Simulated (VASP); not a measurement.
# Cu3O2 (I4/mmm) in VASP: further runs, part 2 of 2

VASP 6.6.1. Earlier steps stand in the parts before.

### Step 6. Single point, LDA

This run uses another cell than the first one, of 12.57 Å³/atom.

INCAR reads:

```
SYSTEM = Cu3O2
PREC = Accurate ; ENCUT = 520
EDIFF = 1E-7 ; ISMEAR = 0
SIGMA = 0.15 ; LREAL = .FALSE.
LASPH = .TRUE. ; NELM = 80
ALGO = Normal ; ISIF = 2
LWAVE = .FALSE. ; LCHARG = .FALSE.
NBANDS = 30
```

KPOINTS reads:

```
Automatic mesh
0
G
  14 14 14
  0 0 0
```

POSCAR reads:

```
Cu3O2
1.0
   -2.0136500000      2.0136500000      3.8755500000
    2.0136500000     -2.0136500000      3.8755500000
    2.0136500000      2.0136500000     -3.8755500000
Cu O
3 2
Direct
    0.2500000000      0.7500000000      0.5000000000
    0.7500000000      0.2500000000      0.5000000000
    0.0000000000      0.0000000000      0.0000000000
    0.0000000000      0.5000000000      0.5000000000
    0.5000000000      0.0000000000      0.5000000000
```

Potentials or basis: VASP PAW LDA potentials, release 64 (Cu, O).

Run with:

```bash
$ cat potpaw_LDA.64/Cu/POTCAR potpaw_LDA.64/O/POTCAR > POTCAR
$ mpirun -np 1 vasp_std > vasp.out
```

OUTCAR:

```text
SYSTEM = Cu3O2
   PREC = Accurate
   ENCUT = 520
   EDIFF = 1E-7
   ISMEAR = 0
   LREAL = .FALSE.
   LASPH = .TRUE.
   NELM = 80
   ISIF = 2

 ion  position               nearest neighbor table
   1  0.250  0.750  0.500-   4 1.94   5 1.94
   2  0.750  0.250  0.500-   4 1.94   5 1.94
   3  0.000  0.000  0.000-   4 2.01   5 2.01   4 2.01   5 2.01
   4  0.000  0.500  0.500-   1 1.94   2 1.94   3 2.01   3 2.01
   5  0.500  0.000  0.500-   1 1.94   2 1.94   3 2.01   3 2.01

  LATTYP: Found a body centered tetragonal cell.
 ALAT       =     4.0273000000
 C/A-ratio  =     1.9246393365

  Lattice vectors:

 A1 = (  -2.0136500000,   2.0136500000,   3.8755500000)
 A2 = (   2.0136500000,  -2.0136500000,   3.8755500000)
 A3 = (   2.0136500000,   2.0136500000,  -3.8755500000)

Analysis of symmetry for initial positions (statically):
=====================================================================
 Subroutine PRICEL returns:
 Original cell was already a primitive cell.

 Routine SETGRP: Setting up the symmetry group for a
 body centered tetragonal supercell.

 Subroutine GETGRP returns: Found 16 space group operations
 (whereof 16 operations were pure point group operations)
 out of a pool of 16 trial point group operations.

The static configuration has the point symmetry D_4h.

Analysis of symmetry for dynamics (positions and initial velocities):
=====================================================================
 Subroutine PRICEL returns:
 Original cell was already a primitive cell.

 Routine SETGRP: Setting up the symmetry group for a
 body centered tetragonal supercell.

 Subroutine GETGRP returns: Found 16 space group operations
 (whereof 16 operations were pure point group operations)
 out of a pool of 16 trial point group operations.

The dynamic configuration has the point symmetry D_4h.

 Subroutine INISYM returns: Found 16 space group operations
 (whereof 16 operations are pure point group operations),
 and found     1 'primitive' translations

----------------------------------------------------------------------------------------

                                     Primitive cell

  volume of cell :      62.8581

  direct lattice vectors                    reciprocal lattice vectors
    -2.013650000  2.013650000  3.875550000     0.000000000  0.248305316  0.129013946
     2.013650000 -2.013650000  3.875550000     0.248305316  0.000000000  0.129013946
     2.013650000  2.013650000 -3.875550000     0.248305316  0.248305316  0.000000000

  length of vectors
     4.809309768  4.809309768  4.809309768     0.279821601  0.279821601  0.351156746

  position of ions in fractional coordinates (direct lattice)
     0.250000000  0.750000000  0.500000000
     0.750000000  0.250000000  0.500000000
     0.000000000  0.000000000  0.000000000
     0.000000000  0.500000000  0.500000000
     0.500000000  0.000000000  0.500000000

  ion indices of the primitive-cell ions
   primitive index   ion index
                 1           1
                 2           2
                 3           3
                 4           4
                 5           5

----------------------------------------------------------------------------------------

 KPOINTS: Automatic mesh

Automatic generation of k-mesh.
 Grid dimensions read from file:
 generate k-points for:   14   14   14

 Generating k-lattice:

  Cartesian coordinates                     Fractional coordinates (reciprocal lattice)
     0.000000000  0.017736094  0.009215282     0.071428571  0.000000000  0.000000000
     0.017736094  0.000000000  0.009215282     0.000000000  0.071428571  0.000000000
     0.017736094  0.017736094  0.000000000     0.000000000  0.000000000  0.071428571

  Length of vectors
     0.019987257  0.019987257  0.025082625

  Shift w.r.t. Gamma in fractional coordinates (k-lattice)
     0.000000000  0.000000000  0.000000000

 Subroutine IBZKPT returns following result:
 ===========================================

 Found    244 irreducible k-points:

 Following reciprocal coordinates:
            Coordinates               Weight
  0.000000  0.000000  0.000000      1.000000
  0.071429  0.000000  0.000000      8.000000
  0.142857  0.000000 -0.000000      8.000000
  0.214286  0.000000  0.000000      8.000000
  0.285714 -0.000000  0.000000      8.000000
  0.357143  0.000000  0.000000      8.000000
[... 16 lines left out ...]
  0.214286  0.142857  0.000000     16.000000
  0.285714  0.142857 -0.000000     16.000000
 [... further k-points ...]
   k-points           NKPTS =    244   k-points in BZ     NKDIM =    244   number of bands    NBANDS=     30
   number of dos      NEDOS =    301   number of ions     NIONS =      5
   total plane-waves  NPLWV =  46656
   dimension x,y,z NGX =    36 NGY =   36 NGZ =   36
   dimension x,y,z NGXF=    72 NGYF=   72 NGZF=   72
   ions per type =               3   2
   NGX,Y,Z   is equivalent  to a cutoff of  12.44, 12.44, 12.44 a.u.
   NGXF,Y,Z  is equivalent  to a cutoff of  24.89, 24.89, 24.89 a.u.
 SYSTEM =  Cu3O2
   PREC   = accura    normal or accurate (medium, high low for compatibility)
   ISTART =      0    job   : 0-new  1-cont  2-samecut
   ICHARG =      2    charge: 1-file 2-atom 10-const
   ISPIN  =      1    spin polarized calculation?
   LNONCOLLINEAR =      F non collinear calculations
   LSORBIT =      F    spin-orbit coupling
   LASPH  =      T    aspherical Exc in radial PAW
   ENCUT  =  520.0 eV  38.22 Ry    6.18 a.u.   8.94  8.94  8.94*2*pi/ulx,y,z
   NELM   =     80;   NELMIN=  2; NELMDL= -5     # of ELM steps
   EDIFF  = 0.1E-06   stopping-criterion for ELM
   LREAL  =      F    real-space projection
   EDIFFG = 0.1E-05   stopping-criterion for IOM
   NSW    =      0    number of steps for IOM
   IBRION =     -1    ionic relax: 0-MD 1-quasi-New 2-CG
   NFREE  =      0    steps in history (QN), initial steepest desc. (CG)
   ISIF   =      2    stress and relaxation
   ISYM   =      2    0-nonsym 1-usesym 2-fastsym
   POTIM  = 0.5000    time-step for ionic-motion
   TEBEG  =    0.0;   TEEND  =   0.0 temperature during run
   PSTRESS=    0.0 pullay stress
   NELECT =      45.0000    total number of electrons
   NUPDOWN=      -1.0000    fix difference up-down
   EMIN   =  10.00;   EMAX   =-10.00  energy-range for DOS
   EFERMI =   0.00;   METHOD = LEGACY
   ISMEAR =     0;   SIGMA  =   0.15  broadening in eV -4-tet -1-fermi 0-gaus
   EFERMI_NEDOS =   21; number of points for ismear=-14 and -15
   IALGO  =     38    algorithm
   IMIX   =      4    mixing-type and parameters
     AMIX     =   0.40;   BMIX     =  1.00
     AMIX_MAG =   1.60;   BMIX_MAG =  1.00
  volume/ion in A,a.u.               =      12.57        84.84
  Fermi-wavevector in a.u.,A,eV,Ry     =   1.464509  2.767520 29.181574  2.144785
  Thomas-Fermi vector in A             =   2.580476
   LORBIT       =      0    0 simple, 1 ext, 2 COOP (PROOUT), +10 PAW based schemes
   GGA     = CA    functional components
   LHFCALC =     F    Hartree Fock is set to
   AEXX    =    0.0000 exact exchange contribution
   IVDW    =     0    specifies the selected vdW correction
   LEPSILON=     F    determine dielectric tensor
   LRPA    =     F    only Hartree local field effects (RPA)
 non-spin polarized calculation
 Gauss-broadening in eV      SIGMA  =   0.15
  energy-cutoff  :      520.00
  volume of cell :       62.86
 maximum number of plane-waves:      1734
   NGX = 17   NGY = 17   NGZ = 17

 number of electron      44.9999994 magnetization

 Free energy of the ion-electron system (eV)
  ---------------------------------------------------
  ext. energy  EPLUGINS =         0.00000000
  ---------------------------------------------------
  free energy    TOTEN  =       -26.59751489 eV

  energy without entropy =      -26.57624226  energy(sigma->0) =      -26.58687858

 E-fermi :   3.5136     XC(G=0): -11.4547

 val. band max:        3.5109274101   @ k =  -0.2857   0.3571   0.1429
 cond. band min:       3.5144031044   @ k =   0.5000   0.1429  -0.0000
 fundamental gap:      0.0034756943
 Fermi energy:         3.5135537190

 k-point     1 :       0.0000    0.0000    0.0000
  band No.  band energies     occupation
      1     -14.7532      2.00000
      2     -13.5650      2.00000
      3      -2.1653      2.00000
      4      -1.4909      2.00000
      5      -1.4909      2.00000
      6      -1.1561      2.00000
[... 781 lines left out ...]
     29      13.4391      0.00000
     30      14.5034      0.00000

 [... further k-points ...]
[... 5 lines left out ...]
  --------------------------------------------------------------------------------------
  -------------------------------------------------------------------------------------
  Total       -4.3998495     -4.3998495    -13.0655118      0.0000000     -0.0000000      0.0000000
  in kB     -112.1468539   -112.1468539   -333.0241277      0.0000000     -0.0000000      0.0000000
  external PRESSURE =    -185.7726118 kB  Pullay stress =       0.0000000 kB

 VOLUME and BASIS-vectors are now :
 -----------------------------------------------------------------------------
  energy-cutoff  :      520.00
  volume of cell :       62.86
      direct lattice vectors                 reciprocal lattice vectors
    -2.013650000  2.013650000  3.875550000     0.000000000  0.248305316  0.129013946
     2.013650000 -2.013650000  3.875550000     0.248305316  0.000000000  0.129013946
     2.013650000  2.013650000 -3.875550000     0.248305316  0.248305316  0.000000000

 POSITION                                       TOTAL-FORCE (eV/Angst)
 -----------------------------------------------------------------------------------
      2.01365      0.00000      1.93778        -0.000000      0.000000      0.000000
      0.00000      2.01365      1.93778         0.000000     -0.000000      0.000000
      0.00000      0.00000      0.00000        -0.000000     -0.000000     -0.000000
      2.01365      0.00000      0.00000        -0.000000     -0.000000     -0.000000
      0.00000      2.01365      0.00000        -0.000000     -0.000000     -0.000000
 -----------------------------------------------------------------------------------
    total drift:                                0.000000      0.000000      0.000000

  FREE ENERGIE OF THE ION-ELECTRON SYSTEM (eV)
  ---------------------------------------------------
  free  energy   TOTEN  =       -26.5975148883 eV

  energy  without entropy=      -26.5762422630  energy(sigma->0) =      -26.58687858
```

Wall time 18 min (1 thread of Intel Xeon 8259CL, shared host); peak memory 0.45 GiB.

Results:

```
Free energy            : -26.5975 eV
Pressure               : -18.6 GPa
Band gap on the k mesh : zero (an odd number of electrons rules out a gap without spin polarisation)
```

Caveat: the stress differs along the axes, from -33 to -11 GPa; an odd number of electrons without spin polarisation forces a metal; a magnetic or distorted state may lie lower.

### Step 7. Summary

```csv
cell,gap on the mesh (eV),pressure (GPa)
"a = 4.667 Å, angles 131.0, 131.0, 71.8°, 5 atoms",none,-8.2
"a = 4.530 Å, angles 128.9, 128.9, 75.2°, 5 atoms",none,1.4
"a = 4.733 Å, angles 129.6, 129.6, 74.0°, 5 atoms",none,-15.2
"a = 4.793 Å, angles 130.8, 130.8, 72.1°, 5 atoms",none,-17.3
"a = 4.809 Å, angles 130.5, 130.5, 72.6°, 5 atoms",none,-18.6
```

Alike in all rows: task single point; level LDA; potentials or basis VASP PAW LDA potentials, release 64 (Cu, O); no spin polarisation; k mesh 14 × 14 × 14; cutoff (eV) 520; smearing gaussian 0.15 eV.

Caveats: an odd number of electrons without spin polarisation forces a metal; a magnetic or distorted state may lie lower; the stress differs along the axes, from -22 to -1 GPa (at least some runs); the stress differs along the axes, from -26 to -10 GPa (at least some runs); the stress differs along the axes, from -33 to -10 GPa (at least some runs); the stress differs along the axes, from -33 to -11 GPa (at least some runs).

Total energies depend on the potentials used, so only differences within one code and one set of settings carry meaning.
